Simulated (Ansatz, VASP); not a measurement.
## Ga3AsN2: VASP beside Ansatz

```
CELL_PARAMETERS angstrom
3.18445 0.00000 0.00000
-1.59222 2.75781 0.00000
0.00000 0.00000 17.71394
ATOMIC_POSITIONS crystal
Ga 0.66667 0.33333 0.38682
Ga 0.66667 0.33333 0.88682
Ga 0.00000 0.00000 0.25000
Ga 0.00000 0.00000 0.75000
Ga 0.33333 0.66667 0.11318
Ga 0.33333 0.66667 0.61318
As 0.00000 0.00000 0.50000
As 0.00000 0.00000 0.00000
N 0.33333 0.66667 0.32185
N 0.33333 0.66667 0.82185
N 0.66667 0.33333 0.17815
N 0.66667 0.33333 0.67815
```

Alike in both runs: task single point; functional PBE; k mesh 6 × 6 × 2; occupations gaussian, width 0.2 eV; no spin polarisation.

|  | VASP | Ansatz |
| --- | --- | --- |
| version | VASP 6.6.1 | Ansatz 0.2.0 |
| potentials or method | VASP PAW PBE potentials, release 64 (Ga_d, As, N), cutoff 520 eV | scalar-relativistic, plane waves, PAW |
| valence electrons in the cell | 108 | 128 |

|  | VASP | Ansatz | Ansatz less VASP |
| --- | --- | --- | --- |
| gap on the k mesh at the Fermi level (eV) | none | none | - |
| pressure (GPa) | 0.8 | 0.1 | -0.72 |
| traceless stress, the component that is largest in VASP (GPa) | -0.40 | -0.41 | -0.012 |
| rms of the force components (eV/Å) | 0.017 | 0.018 | +0.0017 |

Atom by atom the forces differ by 0.006 eV/Å (rms over components). A gap of «none» marks a metal or a gap that the smearing closes. VASP's potentials hold 108 valence electrons a cell and Ansatz's 128, so a difference there can come from the potentials and not from the codes.

The k mesh is coarse, so the values compare programs but aren't converged.
